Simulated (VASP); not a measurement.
A run of VASP 6.6.1 is set up as follows.

Contents of INCAR:

```
PREC = Accurate
ENCUT = 520
EDIFF = 1E-7
ISMEAR = 0
SIGMA = 0.01
LREAL = F
LASPH = T
NELM = 100
ALGO = Normal
ISIF = 2
LWAVE = F
LCHARG = F
GGA = PS
NBANDS = 28
```

KPOINTS

```
regular mesh
0
Gamma
  6 6 6
```

Contents of POSCAR:

```
BaTiO3
1.0
    4.0042000000      0.0000000000      0.0000000000
    0.0113914799      4.0041837963      0.0000000000
    0.0113914799      0.0113591184      4.0041676844
Ba Ti O
1 1 3
Direct
    0.0000000000      0.0000000000      0.0000000000
    0.4845000000      0.4845000000      0.4845000000
    0.5086000000      0.5086000000      0.0175000000
    0.0175000000      0.5086000000      0.5086000000
    0.5086000000      0.0175000000      0.5086000000
```

Potentials or basis: VASP PAW PBE potentials, release 64 (Ba_sv, Ti_sv, O).

Command:

```console
$ cat potpaw_PBE.64/Ba_sv/POTCAR potpaw_PBE.64/Ti_sv/POTCAR potpaw_PBE.64/O/POTCAR > POTCAR
$ mpirun -np 1 vasp_std > vasp.out
```

Predict the pressure.

0.6 GPa.

What does it give for the largest force?

0.142 eV/Å.

Predict the band gap on the k mesh.

2.34 eV, indirect (least direct gap 2.74 eV).

Forces on the atoms (eV/Å):
```
Ba  -0.073 -0.073 -0.073
Ti   0.082  0.082  0.082
O    0.036  0.036 -0.081
O   -0.081  0.036  0.036
O    0.036 -0.081  0.036
```

Caveat: the PAW data sets were made with another functional, which shifts forces and pressure a little; spin-orbit coupling is left out, which moves the levels of the heavy elements. A k mesh can miss the band edges.
